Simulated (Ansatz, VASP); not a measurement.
GaN in VASP and in Ansatz

```xyz
2
Lattice="0.0000 2.2490 2.2490 2.2490 0.0000 2.2490 2.2490 2.2490 0.0000" Properties=species:S:1:pos:R:3 pbc="T T T"
Ga    0.0000    0.0000    0.0000
N     1.1245    1.1245    1.1245
```

Alike in both runs: task single point; functional PBE; k mesh 10 × 10 × 10; occupations fermi-dirac, width 0.02 eV; no spin polarisation.

|  | VASP | Ansatz |
| --- | --- | --- |
| version | VASP 6.6.1 | Ansatz 0.2.0 |
| potentials or method | VASP PAW PBE potentials, release 64 (Ga_d, N) | plane waves, PAW |
| plane-wave cutoff (eV) | 520 | 420 |
| valence electrons in the cell | 18 | 18 |

```tsv
	VASP	Ansatz	Ansatz less VASP
gap on the k mesh at the Fermi level (eV)	1.76	1.76	-0.008
pressure (GPa)	6.3	6.2	-0.06
```

With one functional, cell and mesh, what is left measures potentials, basis and numerics.
